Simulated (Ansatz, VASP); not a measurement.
## One calculation of TiAl3, two programs

```
Ti Al
1.0
     0.00000    4.39193    4.39193
     4.39193    0.00000    4.39193
     4.39193    4.39193    0.00000
Ti Al
2 6
Cartesian
  6.5879 6.5879 6.5879
  0.0000 0.0000 0.0000
  2.4826 4.3919 4.3919
  6.3013 4.3919 4.3919
  4.3919 2.4826 4.3919
  4.3919 6.3013 4.3919
  4.3919 4.3919 2.4826
  4.3919 4.3919 6.3013
```

Alike in both runs: functional PBE; k mesh 4 × 4 × 4; occupations gaussian, width 0.2 eV; no spin polarisation.

Ansatz relaxed the structure, and its values are those at the end. VASP's run is a single point on that final structure, the one shown.

```csv
,VASP,Ansatz
version,VASP 6.6.1,Ansatz 0.2.0
potentials or method,"VASP PAW PBE potentials, release 64 (Ti_sv, Al), cutoff 520 eV","scalar-relativistic, plane waves, PAW"
valence electrons in the cell,42,42
```

```tsv
	VASP	Ansatz	Ansatz less VASP
gap on the k mesh at the Fermi level (eV)	none	none	-
pressure (GPa)	0.4	0.4	+0.05
rms of the force components (eV/Å)	0.010	0.011	+0.0005
```

A gap of «none» marks a metal or a gap that the smearing closes.
